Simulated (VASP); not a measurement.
# NaH (Fm-3m) in VASP: notebook

NaH is run at these levels: PBEsol; tasks: vibrations by perturbation theory.

Everything below comes from runs of VASP 6.6.1. Logs are shortened: lines on timing, memory, paths and dates and some standing lists are left out, and cuts for length are marked.

### 1 The cell of the first run

Symmetry: Fm-3m, No. 225, cubic system. The conventional cell has a = 4.791 Å, b = 4.791 Å, c = 4.791 Å, α = 90.00°, β = 90.00°, γ = 90.00°. Within 3.2 Å of Na (site symmetry m-3m) lie 6 H at 2.40 Å. H (site symmetry m-3m) has 6 Na at 2.40 Å within 3.2 Å.

### 2 Vibrations by perturbation theory, PBEsol

Contents of INCAR:

```
SYSTEM = NaH
PREC = Accurate ; ENCUT = 520
EDIFF = 1E-8 ; ISMEAR = 0
SIGMA = 0.01 ; LREAL = .FALSE.
LASPH = .TRUE. ; NELM = 100
ALGO = Normal ; ISIF = 2
LWAVE = .FALSE. ; LCHARG = .FALSE.
GGA = PS ; IBRION = 8
NSW = 1
```

Contents of KPOINTS:

```
regular mesh
0
G
  8 8 8
  0 0 0
```

Contents of POSCAR:

```
NaH
1.0
    0.0000000000      2.3956739712      2.3956739712
    2.3956739712      0.0000000000      2.3956739712
    2.3956739712      2.3956739712      0.0000000000
Na H
1 1
Direct
    0.0000000000      0.0000000000      0.0000000000
    0.5000000000      0.5000000000      0.5000000000
```

Potentials or basis: VASP PAW PBE potentials, release 64 (Na_pv, H).

Run with:

```sh
$ cat potpaw_PBE.64/Na_pv/POTCAR potpaw_PBE.64/H/POTCAR > POTCAR
$ mpirun -np 1 vasp_std > vasp.out
```

OUTCAR:

```text
SYSTEM = NaH
   PREC = Accurate
   ENCUT = 520
   EDIFF = 1E-8
   ISMEAR = 0
   LREAL = .FALSE.
   LASPH = .TRUE.
   NELM = 100
   ISIF = 2
   GGA = PS
   IBRION = 8
   NSW = 1

 ion  position               nearest neighbor table
   1  0.000  0.000  0.000-
   2  0.500  0.500  0.500-

  LATTYP: Found a face centered cubic cell.
 ALAT       =     4.7913479424

  Lattice vectors:

 A1 = (   0.0000000000,   2.3956739712,   2.3956739712)
 A2 = (   2.3956739712,   0.0000000000,   2.3956739712)
 A3 = (   2.3956739712,   2.3956739712,   0.0000000000)

Analysis of symmetry for initial positions (statically):
=====================================================================
 Subroutine PRICEL returns:
 Original cell was already a primitive cell.

 Routine SETGRP: Setting up the symmetry group for a
 face centered cubic supercell.

 Subroutine GETGRP returns: Found 48 space group operations
 (whereof 48 operations were pure point group operations)
 out of a pool of 48 trial point group operations.

The static configuration has the point symmetry O_h .

Analysis of symmetry for dynamics (positions and initial velocities):
=====================================================================
 Subroutine PRICEL returns:
 Original cell was already a primitive cell.

 Routine SETGRP: Setting up the symmetry group for a
 face centered cubic supercell.

 Subroutine GETGRP returns: Found 48 space group operations
 (whereof 48 operations were pure point group operations)
 out of a pool of 48 trial point group operations.

The dynamic configuration has the point symmetry O_h .

 Subroutine INISYM returns: Found 48 space group operations
 (whereof 48 operations are pure point group operations),
 and found     1 'primitive' translations

----------------------------------------------------------------------------------------

                                     Primitive cell

  volume of cell :      27.4988

  direct lattice vectors                    reciprocal lattice vectors
     0.000000000  2.395673971  2.395673971    -0.208709535  0.208709535  0.208709535
     2.395673971  0.000000000  2.395673971     0.208709535 -0.208709535  0.208709535
     2.395673971  2.395673971  0.000000000     0.208709535  0.208709535 -0.208709535

  length of vectors
     3.387994621  3.387994621  3.387994621     0.361495518  0.361495518  0.361495518

  position of ions in fractional coordinates (direct lattice)
     0.000000000  0.000000000  0.000000000
     0.500000000  0.500000000  0.500000000

  ion indices of the primitive-cell ions
   primitive index   ion index
                 1           1
                 2           2

----------------------------------------------------------------------------------------

 KPOINTS: regular mesh

Automatic generation of k-mesh.
 Grid dimensions read from file:
 generate k-points for:    8    8    8

 Generating k-lattice:

  Cartesian coordinates                     Fractional coordinates (reciprocal lattice)
    -0.026088692  0.026088692  0.026088692     0.125000000  0.000000000  0.000000000
     0.026088692 -0.026088692  0.026088692     0.000000000  0.125000000  0.000000000
     0.026088692  0.026088692 -0.026088692     0.000000000  0.000000000  0.125000000

  Length of vectors
     0.045186940  0.045186940  0.045186940

  Shift w.r.t. Gamma in fractional coordinates (k-lattice)
     0.000000000  0.000000000  0.000000000

 Subroutine IBZKPT returns following result:
 ===========================================

 Found     29 irreducible k-points:

 Following reciprocal coordinates:
            Coordinates               Weight
  0.000000  0.000000  0.000000      1.000000
  0.125000  0.000000  0.000000      8.000000
  0.250000  0.000000  0.000000      8.000000
  0.375000  0.000000  0.000000      8.000000
  0.500000  0.000000  0.000000      4.000000
  0.125000  0.125000  0.000000      6.000000
[... 16 lines left out ...]
  0.500000  0.250000  0.125000     48.000000
 -0.375000  0.250000  0.125000     24.000000
 [... further k-points ...]
   k-points           NKPTS =     29   k-points in BZ     NKDIM =     29   number of bands    NBANDS=      8
   number of dos      NEDOS =    301   number of ions     NIONS =      2
   total plane-waves  NPLWV =  21952
   dimension x,y,z NGX =    28 NGY =   28 NGZ =   28
   dimension x,y,z NGXF=    56 NGYF=   56 NGZF=   56
   ions per type =               1   1
   NGX,Y,Z   is equivalent  to a cutoff of  13.74, 13.74, 13.74 a.u.
   NGXF,Y,Z  is equivalent  to a cutoff of  27.48, 27.48, 27.48 a.u.
 SYSTEM =  NaH
   PREC   = accura    normal or accurate (medium, high low for compatibility)
   ISTART =      0    job   : 0-new  1-cont  2-samecut
   ICHARG =      2    charge: 1-file 2-atom 10-const
   ISPIN  =      1    spin polarized calculation?
   LNONCOLLINEAR =      F non collinear calculations
   LSORBIT =      F    spin-orbit coupling
   LASPH  =      T    aspherical Exc in radial PAW
   ENCUT  =  520.0 eV  38.22 Ry    6.18 a.u.   6.30  6.30  6.30*2*pi/ulx,y,z
   NELM   =    100;   NELMIN=  2; NELMDL= -5     # of ELM steps
   EDIFF  = 0.1E-07   stopping-criterion for ELM
   LREAL  =      F    real-space projection
   EDIFFG = 0.1E-06   stopping-criterion for IOM
   NSW    =      1    number of steps for IOM
   IBRION =      8    ionic relax: 0-MD 1-quasi-New 2-CG
   NFREE  =      0    steps in history (QN), initial steepest desc. (CG)
   ISIF   =      2    stress and relaxation
   ISYM   =      2    0-nonsym 1-usesym 2-fastsym
   POTIM  = 0.5000    time-step for ionic-motion
   TEBEG  =    0.0;   TEEND  =   0.0 temperature during run
   PSTRESS=    0.0 pullay stress
   NELECT =       8.0000    total number of electrons
   NUPDOWN=      -1.0000    fix difference up-down
   EMIN   =  10.00;   EMAX   =-10.00  energy-range for DOS
   EFERMI =   0.00;   METHOD = LEGACY
   ISMEAR =     0;   SIGMA  =   0.01  broadening in eV -4-tet -1-fermi 0-gaus
   EFERMI_NEDOS =   21; number of points for ismear=-14 and -15
   IALGO  =     38    algorithm
   IMIX   =      4    mixing-type and parameters
     AMIX     =   0.40;   BMIX     =  1.00
     AMIX_MAG =   1.60;   BMIX_MAG =  1.00
  volume/ion in A,a.u.               =      13.75        92.79
  Fermi-wavevector in a.u.,A,eV,Ry     =   1.084760  2.049900 16.010042  1.176705
  Thomas-Fermi vector in A             =   2.220858
   LORBIT       =      0    0 simple, 1 ext, 2 COOP (PROOUT), +10 PAW based schemes
   GGA     = PS    functional components
   LHFCALC =     F    Hartree Fock is set to
   AEXX    =    0.0000 exact exchange contribution
   IVDW    =     0    specifies the selected vdW correction
   LEPSILON=     F    determine dielectric tensor
   LRPA    =     F    only Hartree local field effects (RPA)
 non-spin polarized calculation
 Gauss-broadening in eV      SIGMA  =   0.01
  energy-cutoff  :      520.00
  volume of cell :       27.50
 maximum number of plane-waves:       754
 NGX is ok and might be reduce to    28
   NGX = 13   NGY = 13   NGZ = 13

--------------------------------------- Ionic step        1  -------------------------------------------

 number of electron       7.9999992 magnetization

 Free energy of the ion-electron system (eV)
  ---------------------------------------------------
  ext. energy  EPLUGINS =         0.00000000
  ---------------------------------------------------
  free energy    TOTEN  =        -5.08592210 eV

  energy without entropy =       -5.08592210  energy(sigma->0) =       -5.08592210

 E-fermi :  -0.8918     XC(G=0):  -7.9778

 val. band max:       -1.0107497491   @ k =  -0.2500   0.5000   0.2500
 cond. band min:       2.5933755440   @ k =   0.5000   0.0000   0.0000
 fundamental gap:      3.6041252931
 Fermi energy:        -0.8918224944

 k-point     1 :       0.0000    0.0000    0.0000
  band No.  band energies     occupation
      1     -22.9665      2.00000
      2     -22.9665      2.00000
      3     -22.9665      2.00000
      4      -4.8089      2.00000
      5       9.6306      0.00000
      6      14.5765      0.00000
      7      14.5765      0.00000
      8      14.5765      0.00000
[... 243 lines left out ...]
 k-point    24 :      -0.3750    0.2500    0.1250
  band No.  band energies     occupation
      1     -23.0557      2.00000
      2     -23.0052      2.00000
      3     -22.9875      2.00000
      4      -1.5279      2.00000
      5       3.3857      0.00000
      6       6.7152      0.00000
      7      10.0086      0.00000
      8      14.0078      0.00000

 [... further k-points ...]

------------------------ aborting loop because EDIFF is reached ----------------------------------------

  FORCE on cell =-STRESS in cart. coord.  units (eV):
  Direction    XX          YY          ZZ          XY          YZ          ZX
  --------------------------------------------------------------------------------------
  -------------------------------------------------------------------------------------
  Total        0.0002762      0.0002762      0.0002762      0.0000000     -0.0000000     -0.0000000
  in kB        0.0160949      0.0160949      0.0160949      0.0000000     -0.0000000     -0.0000000
  external PRESSURE =       0.0160949 kB  Pullay stress =       0.0000000 kB

 VOLUME and BASIS-vectors are now :
 -----------------------------------------------------------------------------
  energy-cutoff  :      520.00
  volume of cell :       27.50
      direct lattice vectors                 reciprocal lattice vectors
     0.000000000  2.395673971  2.395673971    -0.208709535  0.208709535  0.208709535
     2.395673971  0.000000000  2.395673971     0.208709535 -0.208709535  0.208709535
     2.395673971  2.395673971  0.000000000     0.208709535  0.208709535 -0.208709535

 POSITION                                       TOTAL-FORCE (eV/Angst)
 -----------------------------------------------------------------------------------
      0.00000      0.00000      0.00000        -0.000000      0.000000      0.000000
      2.39567      2.39567      2.39567         0.000000     -0.000000     -0.000000
 -----------------------------------------------------------------------------------
    total drift:                               -0.000000      0.000000      0.000000

  FREE ENERGIE OF THE ION-ELECTRON SYSTEM (eV)
  ---------------------------------------------------
  free  energy   TOTEN  =        -5.0859221047 eV

  energy  without entropy=       -5.0859221047  energy(sigma->0) =       -5.08592210

[... ionic steps 2 to 3 ...]

--------------------------------------- Ionic step        4  -------------------------------------------

------------------------ aborting loop because EDIFF is reached ----------------------------------------

[... ionic steps 5 to 6 ...]

--------------------------------------- Ionic step        7  -------------------------------------------

 Free energy of the ion-electron system (eV)
  ---------------------------------------------------
  ---------------------------------------------------
  free energy    TOTEN  =        -0.01698457 eV

  energy without entropy =       -0.01698457

------------------------ aborting loop because EDIFF is reached ----------------------------------------

 INTERNAL STRAIN TENSOR  FOR ION    2  DIRECTION 1   (eV/Angst):
 -----------------------------------------------------------------------------
     0.00673 -0.00000  0.00000
     0.00000 -0.00394  0.00000
     0.00000  0.00000 -0.00394

 INTERNAL STRAIN TENSOR FOR ION    2 for displacements in x,y,z  (eV/Angst):
          X           Y           Z          XY          YZ          ZX
  --------------------------------------------------------------------------------
  x     0.00000     0.00000     0.00000     0.00000     0.00000     0.00000
  y     0.00000     0.00000     0.00000     0.00000     0.00000     0.00000
  z     0.00000     0.00000     0.00000     0.00000     0.00000     0.00000

 SECOND DERIVATIVES (NOT SYMMETRIZED)
 ------------------------------------
               1X          1Y          1Z          2X          2Y          2Z
  1X    -0.947449    0.000000    0.000000    0.947449    0.000000    0.000000
  1Y     0.000000   -0.947449    0.000000    0.000000    0.947449    0.000000
  1Z     0.000000    0.000000   -0.947449    0.000000    0.000000    0.947449
  2X     0.972697    0.000000    0.000000   -0.972697    0.000000    0.000000
  2Y     0.000000    0.972697    0.000000    0.000000   -0.972697    0.000000
  2Z     0.000000    0.000000    0.972697    0.000000    0.000000   -0.972697

 Eigenvectors and eigenvalues of the dynamical matrix
 ----------------------------------------------------

   1 f  =   15.741694 THz    98.907980 2PiTHz  525.086388 cm-1    65.102386 meV
             X         Y         Z           dx          dy          dz
      0.000000  0.000000  0.000000    -0.201624    0.000000   -0.000000
      2.395674  2.395674  2.395674     0.979463   -0.000000   -0.000000
[... 21 lines left out ...]
   6 f/i=    0.040876 THz     0.256828 2PiTHz    1.363460 cm-1     0.169047 meV
             X         Y         Z           dx          dy          dz
      0.000000  0.000000  0.000000    -0.004707    0.315035   -0.927404
      2.395674  2.395674  2.395674    -0.000969    0.064851   -0.190908

--------------------------------------------------------------------------------------------------------

 ELASTIC MODULI CONTR FROM IONIC RELAXATION (kBar)
 Direction    XX          YY          ZZ          XY          YZ          ZX
 --------------------------------------------------------------------------------
 XX           0.0000      0.0000      0.0000      0.0000      0.0000      0.0000
 YY           0.0000      0.0000      0.0000      0.0000      0.0000      0.0000
 ZZ           0.0000      0.0000      0.0000      0.0000      0.0000      0.0000
 XY           0.0000      0.0000      0.0000      0.0000      0.0000      0.0000
 YZ           0.0000      0.0000      0.0000      0.0000      0.0000      0.0000
 ZX           0.0000      0.0000      0.0000      0.0000      0.0000      0.0000
 --------------------------------------------------------------------------------
```

Run time: 32 s. Hardware: 1 thread of AMD EPYC 9R45 (Zen 5), shared host; peak memory 0.15 GiB.

What came out:

```
Highest phonon frequency at Γ, LO-TO splitting left out : 525 cm⁻¹
```

Phonon frequencies in cm⁻¹ (negative: imaginary):
```csv
q point,frequencies
"(0.000, 0.000, 0.000)",-1 -1 -1 525 525 525
```

Caveat: the PAW data sets were made with another functional, which shifts forces and pressure a little.

(Continued in part 2 of 2.)
